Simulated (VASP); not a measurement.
Wanted: the native input for a VASP 6.6.1 run.

```
Task                   : single point
Functional             : PBEsol
Potentials or basis    : VASP PAW PBE potentials, release 64 (Al, N)
Cutoff                 : 520 eV
k mesh                 : 10 × 10 × 10
Occupations            : gaussian, width 0.05 eV
Spin                   : no spin polarisation
Dipole correction      : no
Further INCAR settings : ALGO = Normal; EDIFF = 1e-07; NBANDS = 11
```

The structure of AlN lies in POSCAR:

```
AlN
1.0
    0.0564132376      2.1203121744      2.1203121744
    2.1203121744      0.0564132376      2.1203121744
    2.1203121744      2.1203121744      0.0564132376
Al N
1 1
Direct
    0.5000000000      0.5000000000      0.5000000000
    0.0000000000      0.0000000000      0.0000000000
```

The input as run:

INCAR

```
SYSTEM = AlN
ALGO = Normal
EDIFF = 1E-7
ENCUT = 520
GGA = PS
ISIF = 2
ISMEAR = 0
LASPH = .TRUE.
LCHARG = .TRUE.
LELF = .TRUE.
LREAL = .FALSE.
LVHAR = .TRUE.
LWAVE = .FALSE.
NBANDS = 11
NELM = 80
PREC = Accurate
SIGMA = 0.05
```

KPOINTS

```
k-points
0
G
  10 10 10
  0 0 0
```

Potentials or basis: VASP PAW PBE potentials, release 64 (Al, N).

Run with:

```console
$ cat potpaw_PBE.64/Al/POTCAR potpaw_PBE.64/N/POTCAR > POTCAR
$ mpirun -np 1 vasp_std > vasp.out
```

It gave:

```
Pressure               : -21.6 GPa
Band gap on the k mesh : 3.34 eV, indirect (least direct gap 4.02 eV)
```

Caveat: the PAW data sets were made with another functional, which shifts forces and pressure a little.

Wall time 21 s on 1 thread of Intel Xeon 8259CL, with other jobs on the host, peak memory 0.15 GiB.
